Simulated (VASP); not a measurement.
# YBeO3 (P1) in VASP: single point with r2SCAN

Aim: the single point of YBeO3 with r2SCAN.

Everything below comes from runs of VASP 6.6.1. Logs are shortened: lines on timing, memory, paths and dates and some standing lists are left out, and cuts for length are marked.

## (1) The cell of the first run

The typed cell holds 10 atoms: a = 3.398 Å, b = 3.427 Å, c = 10.635 Å, α = 90.00°, β = 89.43°, γ = 120.73°.

## (2) Single point, r2SCAN

File POSCAR:

```
YBeO3
1.0
    1.7250475000      2.9271124500      0.0170190800
   -3.4270431900     -0.0133140200      0.0000039600
   -0.0000128800      0.0614718100     10.6347032200
Y Be O
2 2 6
Direct
    0.9677640000      0.0153260000      0.0169350000
    0.9547050000      0.0004840000      0.5077060000
    0.6451200000      0.3371750000      0.2369550000
    0.3839960000      0.6779340000      0.7304020000
    0.9896560000      0.9981870000      0.2665480000
    0.9707720000      0.9988020000      0.7561590000
    0.6873140000      0.3748170000      0.0684430000
    0.2655280000      0.6248350000      0.5650270000
    0.6756460000      0.3552640000      0.4278460000
    0.3795700000      0.6678920000      0.9067350000
```

File INCAR.step1:

```
PREC = Accurate ; ENCUT = 520
ISMEAR = -1 ; SIGMA = 0.1
LREAL = F ; LASPH = T
NELM = 100 ; NBANDS = 42
GGA = PE ; ALGO = Normal
EDIFF = 1E-4 ; LWAVE = T
LCHARG = F
```

File INCAR.step2:

```
PREC = Accurate ; ENCUT = 520
EDIFF = 1E-6 ; ISMEAR = -1
SIGMA = 0.1 ; LREAL = F
LASPH = T ; NELM = 100
ALGO = Normal ; ISIF = 2
LWAVE = F ; LCHARG = T
METAGGA = R2SCAN ; LMIXTAU = T
LELF = T ; LVHAR = T
NBANDS = 42 ; ISTART = 1
```

File KPOINTS:

```
Automatic mesh
0
Gamma
  6 6 2
  0 0 0.5
```

Potentials or basis: VASP PAW PBE potentials, release 64 (Y_sv, Be, O).

Run with:

```console
$ cat potpaw_PBE.64/Y_sv/POTCAR potpaw_PBE.64/Be/POTCAR potpaw_PBE.64/O/POTCAR > POTCAR
$ cp INCAR.step1 INCAR
$ mpirun -np 1 vasp_std > vasp.out
$ cp INCAR.step2 INCAR
$ mpirun -np 1 vasp_std > vasp.out
```

OUTCAR:

```text
PREC = Accurate
   ENCUT = 520
   EDIFF = 1E-6
   ISMEAR = -1
   LREAL = F
   LASPH = T
   NELM = 100
   ISIF = 2
   METAGGA = R2SCAN
   ISTART = 1

 ion  position               nearest neighbor table
   1  0.968  0.015  0.017-   7 1.97   7 1.98  10 2.10   7 2.18  10 2.26  10 2.53   5 2.66   6 2.77
                             3 3.01   3 3.07   3 3.08
   2  0.955  0.000  0.508-   8 1.94   9 2.07   9 2.09   8 2.10   8 2.13   9 2.26   5 2.57   6 2.64
                             4 2.88   4 3.12   4 3.27
   3  0.645  0.337  0.237-   7 1.80   5 1.94   5 1.97   9 2.03   5 2.05   1 3.01   1 3.07   1 3.08

   4  0.384  0.678  0.730-   6 1.74   8 1.80  10 1.88   6 2.03   2 2.88   2 3.12   2 3.27
   5  0.990  0.998  0.267-   3 1.94   3 1.97   3 2.05   2 2.57   1 2.66
   6  0.971  0.999  0.756-   4 1.74   4 2.03   2 2.64   1 2.77
   7  0.687  0.375  0.068-   3 1.80   1 1.97   1 1.98   1 2.18
   8  0.266  0.625  0.565-   4 1.80   2 1.94   2 2.10   2 2.13
   9  0.676  0.355  0.428-   3 2.03   2 2.07   2 2.09   2 2.26
  10  0.380  0.668  0.907-   4 1.88   1 2.10   1 2.26   1 2.53

  LATTYP: Found a triclinic cell.
 ALAT       =     3.3976559304
 B/A-ratio  =     1.0086568865
 C/A-ratio  =     3.1300641087
 COS(alpha) =     0.0000200893
 COS(beta)  =     0.0099880689
 COS(gamma) =     0.5110600389

  Lattice vectors:

 A1 = (  -1.7250475000,  -2.9271124500,  -0.0170190800)
 A2 = (  -3.4270431900,  -0.0133140200,   0.0000039600)
 A3 = (   0.0000128800,  -0.0614718100, -10.6347032200)

Analysis of symmetry for initial positions (statically):
=====================================================================
 Subroutine PRICEL returns:
 Original cell was already a primitive cell.

 Routine SETGRP: Setting up the symmetry group for a
 triclinic supercell.

 Subroutine GETGRP returns: Found  1 space group operations
 (whereof  1 operations were pure point group operations)
 out of a pool of  2 trial point group operations.

The static configuration has the point symmetry C_1 .

Analysis of symmetry for dynamics (positions and initial velocities):
=====================================================================
 Subroutine PRICEL returns:
 Original cell was already a primitive cell.

 Routine SETGRP: Setting up the symmetry group for a
 triclinic supercell.

 Subroutine GETGRP returns: Found  1 space group operations
 (whereof  1 operations were pure point group operations)
 out of a pool of  2 trial point group operations.

The dynamic configuration has the point symmetry C_1 .

 Subroutine INISYM returns: Found  1 space group operations
 (whereof  1 operations are pure point group operations),
 and found     1 'primitive' translations

----------------------------------------------------------------------------------------

                                     Primitive cell

  volume of cell :     106.4325

  direct lattice vectors                    reciprocal lattice vectors
     1.725047500  2.927112450  0.017019080    -0.001330335  0.342429133 -0.001979346
    -3.427043190 -0.013314020  0.000003960    -0.292466373  0.172366233 -0.000996683
    -0.000012880  0.061471810 10.634703220     0.000002238 -0.000548065  0.094034941

  length of vectors
     3.397655930  3.427069052 10.634880881     0.342437438  0.339481503  0.094036538

  position of ions in fractional coordinates (direct lattice)
     0.967764000  0.015326000  0.016935000
     0.954705000  0.000484000  0.507706000
     0.645120000  0.337175000  0.236955000
     0.383996000  0.677934000  0.730402000
     0.989656000  0.998187000  0.266548000
     0.970772000  0.998802000  0.756159000
     0.687314000  0.374817000  0.068443000
     0.265528000  0.624835000  0.565027000
     0.675646000  0.355264000  0.427846000
     0.379570000  0.667892000  0.906735000

  ion indices of the primitive-cell ions
   primitive index   ion index
                 1           1
                 2           2
                 3           3
                 4           4
                 5           5
                 6           6
                 7           7
                 8           8
                 9           9
                10          10

----------------------------------------------------------------------------------------

 KPOINTS: Automatic mesh

Automatic generation of k-mesh.
 Grid dimensions read from file:
 generate k-points for:    6    6    2

 Generating k-lattice:

  Cartesian coordinates                     Fractional coordinates (reciprocal lattice)
    -0.000221723  0.057071522 -0.000329891     0.166666667 -0.000000000  0.000000000
    -0.048744395  0.028727706 -0.000166114    -0.000000000  0.166666667 -0.000000000
     0.000001119 -0.000274033  0.047017471    -0.000000000  0.000000000  0.500000000

  Length of vectors
     0.057072906  0.056580251  0.047018269

  Shift w.r.t. Gamma in fractional coordinates (k-lattice)
     0.000000000  0.000000000  0.500000000

 Subroutine IBZKPT returns following result:
 ===========================================

 Found     36 irreducible k-points:

 Following reciprocal coordinates:
            Coordinates               Weight
 -0.000000  0.000000  0.250000      2.000000
  0.166667 -0.000000  0.250000      2.000000
  0.333333 -0.000000  0.250000      2.000000
  0.500000  0.000000  0.250000      2.000000
 -0.333333  0.000000  0.250000      2.000000
 -0.166667  0.000000  0.250000      2.000000
[... 16 lines left out ...]
 -0.333333  0.500000  0.250000      2.000000
 -0.166667  0.500000  0.250000      2.000000
 [... further k-points ...]
   k-points           NKPTS =     36   k-points in BZ     NKDIM =     36   number of bands    NBANDS=     42
   number of dos      NEDOS =    301   number of ions     NIONS =     10
   total plane-waves  NPLWV =  62720
   dimension x,y,z NGX =    28 NGY =   28 NGZ =   80
   dimension x,y,z NGXF=    56 NGYF=   56 NGZF=  160
   ions per type =               2   2   6
   NGX,Y,Z   is equivalent  to a cutoff of  13.70, 13.58, 12.51 a.u.
   NGXF,Y,Z  is equivalent  to a cutoff of  27.40, 27.17, 25.01 a.u.
 SYSTEM =  unknown system
   PREC   = accura    normal or accurate (medium, high low for compatibility)
   ISTART =      1    job   : 0-new  1-cont  2-samecut
   ICHARG =      0    charge: 1-file 2-atom 10-const
   ISPIN  =      1    spin polarized calculation?
   LNONCOLLINEAR =      F non collinear calculations
   LSORBIT =      F    spin-orbit coupling
   LASPH  =      T    aspherical Exc in radial PAW
   ENCUT  =  520.0 eV  38.22 Ry    6.18 a.u.   6.32  6.37 19.77*2*pi/ulx,y,z
   NELM   =    100;   NELMIN=  2; NELMDL=  0     # of ELM steps
   EDIFF  = 0.1E-05   stopping-criterion for ELM
   LREAL  =      F    real-space projection
   EDIFFG = 0.1E-04   stopping-criterion for IOM
   NSW    =      0    number of steps for IOM
   IBRION =     -1    ionic relax: 0-MD 1-quasi-New 2-CG
   NFREE  =      0    steps in history (QN), initial steepest desc. (CG)
   ISIF   =      2    stress and relaxation
   ISYM   =      2    0-nonsym 1-usesym 2-fastsym
   POTIM  = 0.5000    time-step for ionic-motion
   TEBEG  =    0.0;   TEEND  =   0.0 temperature during run
   PSTRESS=    0.0 pullay stress
   NELECT =      62.0000    total number of electrons
   NUPDOWN=      -1.0000    fix difference up-down
   EMIN   =  10.00;   EMAX   =-10.00  energy-range for DOS
   EFERMI =   0.00;   METHOD = LEGACY
   ISMEAR =    -1;   SIGMA  =   0.10  broadening in eV -4-tet -1-fermi 0-gaus
   EFERMI_NEDOS =   21; number of points for ismear=-14 and -15
   IALGO  =     38    algorithm
   IMIX   =      4    mixing-type and parameters
     AMIX     =   0.40;   BMIX     =  1.00
     AMIX_MAG =   1.60;   BMIX_MAG =  1.00
  volume/ion in A,a.u.               =      10.64        71.82
  Fermi-wavevector in a.u.,A,eV,Ry     =   1.367248  2.583724 25.434285  1.869367
  Thomas-Fermi vector in A             =   2.493317
   LORBIT       =      0    0 simple, 1 ext, 2 COOP (PROOUT), +10 PAW based schemes
   METAGGA = R2SCAN    functional components
   LHFCALC =     F    Hartree Fock is set to
   AEXX    =    0.0000 exact exchange contribution
   IVDW    =     0    specifies the selected vdW correction
   LEPSILON=     F    determine dielectric tensor
   LRPA    =     F    only Hartree local field effects (RPA)
 non-spin polarized calculation
  energy-cutoff  :      520.00
  volume of cell :      106.43
 maximum number of plane-waves:      2884
 NGX is ok and might be reduce to    28
   NGX = 13   NGY = 13   NGZ = 39

 number of electron      61.9999997 magnetization

 Free energy of the ion-electron system (eV)
  ---------------------------------------------------
  ext. energy  EPLUGINS =         0.00000000
  ---------------------------------------------------
  free energy    TOTEN  =      -107.00493686 eV

  energy without entropy =     -106.73295903  energy(sigma->0) =     -106.86894795

 E-fermi :   2.1422     XC(G=0): -11.4339

 val. band max:        2.1352269588   @ k =  -0.3333  -0.1667   0.2500
 cond. band min:       2.1473230428   @ k =   0.1667  -0.3333   0.2500
 fundamental gap:      0.0120960840
 Fermi energy:         2.1422212565

 k-point     1 :      -0.0000    0.0000    0.2500
  band No.  band energies     occupation
      1     -38.1627      2.00000
      2     -37.6945      2.00000
      3     -18.8025      2.00000
      4     -18.5471      2.00000
      5     -17.5995      2.00000
      6     -17.5503      2.00000
[... 34 lines left out ...]
     41      12.1162      0.00000
     42      12.4441      0.00000

 k-point     2 :       0.1667   -0.0000    0.2500
  band No.  band energies     occupation
      1     -38.1218      2.00000
      2     -37.6491      2.00000
      3     -18.8429      2.00000
      4     -18.7244      2.00000
      5     -18.3649      2.00000
      6     -17.9850      2.00000
[... 979 lines left out ...]
     41      12.1630      0.00000
     42      13.0812      0.00000

 k-point    24 :      -0.1667    0.5000    0.2500
  band No.  band energies     occupation
      1     -37.9877      2.00000
      2     -37.4998      2.00000
      3     -20.5325      2.00000
      4     -20.3926      2.00000
      5     -18.3431      2.00000
      6     -17.9961      2.00000
[... 34 lines left out ...]
     41      12.2059      0.00000
     42      12.9058      0.00000

 [... further k-points ...]
[... 5 lines left out ...]
  --------------------------------------------------------------------------------------
  -------------------------------------------------------------------------------------
  Total       27.6195453     15.4246173     -0.9448642     -2.4878802      2.0316058     -1.0263853
  in kB      415.7697229    232.1938609    -14.2234750    -37.4512056     30.5826963    -15.4506505
  external PRESSURE =     211.2467029 kB  Pullay stress =       0.0000000 kB

 VOLUME and BASIS-vectors are now :
 -----------------------------------------------------------------------------
  energy-cutoff  :      520.00
  volume of cell :      106.43
      direct lattice vectors                 reciprocal lattice vectors
     1.725047500  2.927112450  0.017019080    -0.001330335  0.342429133 -0.001979346
    -3.427043190 -0.013314020  0.000003960    -0.292466373  0.172366233 -0.000996683
    -0.000012880  0.061471810 10.634703220     0.000002238 -0.000548065  0.094034941

 POSITION                                       TOTAL-FORCE (eV/Angst)
 -----------------------------------------------------------------------------------
      1.61692      2.83359      0.19657         0.158958      3.424599     -2.852625
      1.64525      2.82573      5.41555         2.471518      0.300792     -2.249107
     -0.04265      1.89842      2.53093        -0.292824      0.017509      1.592720
     -1.66091      1.15987      7.77415         0.151932     -0.371974      2.011998
     -1.71363      2.89993      2.85151        -0.149832      0.347311     -2.401665
     -1.74832      2.87474      8.05805         0.055475     -0.604820     -2.087785
     -0.09887      2.01106      0.73957         0.887887     -2.124809      5.548845
     -1.68330      0.80364      6.01342        -2.618662      2.319166      6.325835
     -0.05199      1.99926      4.56152         0.285685     -2.072942     -3.556419
     -1.63413      1.15789      9.64932        -0.950137     -1.234832     -2.331797
 -----------------------------------------------------------------------------------
    total drift:                               -0.000095     -0.000139     -0.000121

  FREE ENERGIE OF THE ION-ELECTRON SYSTEM (eV)
  ---------------------------------------------------
  free  energy   TOTEN  =      -107.0049368560 eV

  energy  without entropy=     -106.7329590347  energy(sigma->0) =     -106.86894795
```

It took 13 min on 1 thread of Intel Xeon Platinum 8375C at 2.90GHz (Ice Lake), shared host; peak memory 0.35 GiB.

What came out:

```
Free energy            : -107.0049 eV
Pressure               : 21.1 GPa
Largest force          : 7.229 eV/Å
Band gap on the k mesh : zero (band 31 reaches 2.14 eV, above the bottom of band 32 at 2.12 eV)
```

Forces on the atoms (eV/Å):
```
Y    0.159  3.425 -2.853
Y    2.472  0.301 -2.249
Be  -0.293  0.018  1.593
Be   0.152 -0.372  2.012
O   -0.150  0.347 -2.402
O    0.055 -0.605 -2.088
O    0.888 -2.125  5.549
O   -2.619  2.319  6.326
O    0.286 -2.073 -3.556
O   -0.950 -1.235 -2.332
```

Stress tensor (GPa, compression positive):
```
41.58 -3.75 -1.55
-3.75 23.22  3.06
-1.55  3.06 -1.42
```

Levels at points of the mesh, in eV from the Fermi level:
```
           k point  band 28  band 29  band 30  band 31  band 32  band 33  band 34  band 35
(0.00, 0.00, 0.25)    -0.50    -0.48    -0.25    -0.09    -0.01     5.90     6.84     7.40
```

Caveat: the PAW data sets were made with another functional, which shifts forces and pressure a little.
